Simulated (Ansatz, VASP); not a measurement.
## One calculation of SiO2, two programs

The input INCAR:

```
SYSTEM = SiO2
ALGO     = Normal         ! electronic algorithm
EDIFF    = 1E-8           ! SCF threshold, eV
ENCUT    = 520            ! plane-wave cutoff, eV
GGA      = PE             ! functional
ISIF     = 2              ! what is computed and relaxed
ISMEAR   = -1             ! smearing method
LASPH    = .True.         ! aspherical terms in the spheres
LCHARG   = .False.        ! write CHGCAR
LEFG     = .True.       
LREAL    = .False.        ! projectors in reciprocal space
LWAVE    = .False.        ! write WAVECAR
NBANDS   = 44             ! bands
NELM     = 100            ! most SCF steps
PREC     = Accurate       ! precision mode
SIGMA    = 0.02           ! smearing width, eV
```

KPOINTS

```
k-points
0
Gamma
  5 5 3
  0 0 0
```

File POSCAR:

```
SiO2
1.0
    4.9930000000      0.0000000000      0.0000000000
    0.0000000000      4.9930000000      0.0000000000
    0.0000000000      0.0000000000      7.0050000000
Si O
4 8
Direct
    0.2966500000      0.2966500000      0.0000000000
    0.2033500000      0.7966500000      0.2500000000
    0.7033500000      0.7033500000      0.5000000000
    0.7966500000      0.2033500000      0.7500000000
    0.2406000000      0.0966000000      0.1746800000
    0.4034000000      0.7406000000      0.4246800000
    0.7594000000      0.9034000000      0.6746800000
    0.5966000000      0.2594000000      0.9246800000
    0.7406000000      0.4034000000      0.5753200000
    0.9034000000      0.7594000000      0.3253200000
    0.2594000000      0.5966000000      0.0753200000
    0.0966000000      0.2406000000      0.8253200000
```

Input for Ansatz:

```yaml
crystal:
  lattice:
    - [4.993, 0.0, 0.0]
    - [0.0, 4.993, 0.0]
    - [0.0, 0.0, 7.005]
  atoms:
    - { symbol: Si, position: [0.29665, 0.29665, 0.0] }
    - { symbol: Si, position: [0.20335, 0.79665, 0.25] }
    - { symbol: Si, position: [0.70335, 0.70335, 0.5] }
    - { symbol: Si, position: [0.79665, 0.20335, 0.75] }
    - { symbol: O, position: [0.2406, 0.0966, 0.17468] }
    - { symbol: O, position: [0.4034, 0.7406, 0.42468] }
    - { symbol: O, position: [0.7594, 0.9034, 0.67468] }
    - { symbol: O, position: [0.5966, 0.2594, 0.92468] }
    - { symbol: O, position: [0.7406, 0.4034, 0.57532] }
    - { symbol: O, position: [0.9034, 0.7594, 0.32532] }
    - { symbol: O, position: [0.2594, 0.5966, 0.07532] }
    - { symbol: O, position: [0.0966, 0.2406, 0.82532] }
kpoints:
  mp_grid: { grid: [5, 5, 3] }
scf:
  occupations: { method: fermi_dirac, width: 0.02 }
hamiltonian:
  xc: pbe
  pseudopotentials: { kind: paw }
output:
  forces: true
  stress: true
  populations: true
  efg: { quadrupole_moments_barn: { O: -0.02558 }, contact_densities: true }
  write_density: true
  write_potential: true
  elf: true
  volumetric_format: npy
```

Alike in both runs: task electric field gradients; functional PBE; k mesh 5 × 5 × 3; occupations fermi-dirac, width 0.02 eV; no spin polarisation.

|  | VASP | Ansatz |
| --- | --- | --- |
| version | VASP 6.6.1 | Ansatz 0.2.0 |
| potentials or method | VASP PAW PBE potentials, release 64 (Si, O) | plane-wave PAW, scalar-relativistic |
| plane-wave cutoff (eV) | 520 | 420 |
| valence electrons in the cell | 64 | 64 |

Ansatz gave:

```
gap on the k mesh at the Fermi level (eV)                     : 5.77
pressure (GPa)                                                : 7.6
traceless stress, the component that is largest in VASP (GPa) : -0.39
rms of the force components (eV/Å)                            : 0.230
size of Vzz on the site where it differs most (V/Å²)          : 91.8
```

Which values does VASP return?

gap on the k mesh at the Fermi level (eV): 5.77; pressure (GPa): 7.7; traceless stress, the component that is largest in VASP (GPa): -0.42; rms of the force components (eV/Å): 0.227; size of Vzz on the site where it differs most (V/Å²): 87.2.

Atom by atom the forces differ by 0.008 eV/Å (rms over components).
